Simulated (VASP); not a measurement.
**Si: single point with PBEsol**

Crystal: Si.

```
Si
1.0
     6.91427   -1.92297    0.00000
     6.91427    1.92297    0.00000
    -0.74687    0.00000    6.28881
Si
8
Direct
  0.05553 0.05553 0.87396
  0.94447 0.94447 0.12604
  0.55900 0.55900 0.65340
  0.44100 0.44100 0.34660
  0.21274 0.21274 0.05731
  0.78726 0.78726 0.94269
  0.72711 0.72711 0.58558
  0.27289 0.27289 0.41442
```

| Quantity | Value |
| --- | --- |
| Program | VASP 6.6.1 |
| Task | single point |
| Functional | PBEsol |
| Potentials or basis | VASP PAW PBE potentials, release 64 (Si) |
| Cutoff | 520 eV |
| k mesh | 10 × 10 × 6 |
| Occupations | gaussian, width 0.05 eV |
| Spin | no spin polarisation |
| Dipole correction | no |
| Further INCAR settings | ALGO = Normal; EDIFF = 1e-06; NBANDS = 26 |

- Pressure: -0.3 GPa
- Largest force: 0.041 eV/Å
- Band gap on the k mesh: 0.17 eV (least direct gap 0.43 eV)

Forces in eV/Å, atoms in the order of the input:
```
Si  -0.001  0.000 -0.031
Si   0.001  0.000  0.031
Si   0.033  0.000  0.016
Si  -0.033  0.000 -0.016
Si  -0.015  0.000 -0.021
Si   0.015  0.000  0.021
Si  -0.041  0.000  0.001
Si   0.041  0.000 -0.001
```

Stress tensor (GPa, compression positive):
```
-0.29  0.00  0.02
 0.00 -0.30  0.00
 0.02  0.00 -0.18
```

Levels at points of the mesh, in eV from the valence-band top:
| k point | band 12 | band 13 | band 14 | band 15 | band 16 | band 17 | band 18 | band 19 | band 20 | band 21 |
| --- | --- | --- | --- | --- | --- | --- | --- | --- | --- | --- |
| (0.00, 0.00, 0.00) | -1.17 | -0.88 | -0.75 | -0.36 | 0.00 | 0.43 | 1.41 | 1.60 | 1.86 | 2.17 |
| (0.50, 0.00, 0.00) | -3.27 | -2.95 | -2.82 | -2.25 | -1.92 | 0.72 | 1.44 | 1.77 | 2.51 | 2.94 |
| (0.50, 0.50, 0.00) | -1.63 | -1.44 | -1.14 | -0.78 | -0.42 | 0.26 | 1.11 | 2.07 | 2.25 | 2.26 |
| (0.00, 0.00, 0.50) | -2.19 | -1.45 | -1.32 | -1.06 | -0.97 | 0.82 | 1.19 | 1.72 | 2.47 | 2.49 |
| (0.50, 0.00, 0.50) | -3.20 | -2.22 | -1.98 | -1.77 | -1.46 | 0.90 | 1.29 | 1.47 | 1.63 | 2.33 |
| (0.50, 0.50, 0.50) | -2.34 | -2.12 | -1.53 | -1.16 | -0.79 | 0.17 | 1.18 | 1.24 | 2.18 | 2.92 |

Run time: 9.5 min on 1 thread of AMD EPYC 9R45 96-Core Processor (Zen 5), with other jobs on the host, peak memory 0.67 GiB.

Caveat: the PAW data sets were made with another functional, which shifts forces and pressure a little. A k mesh can miss the band edges.
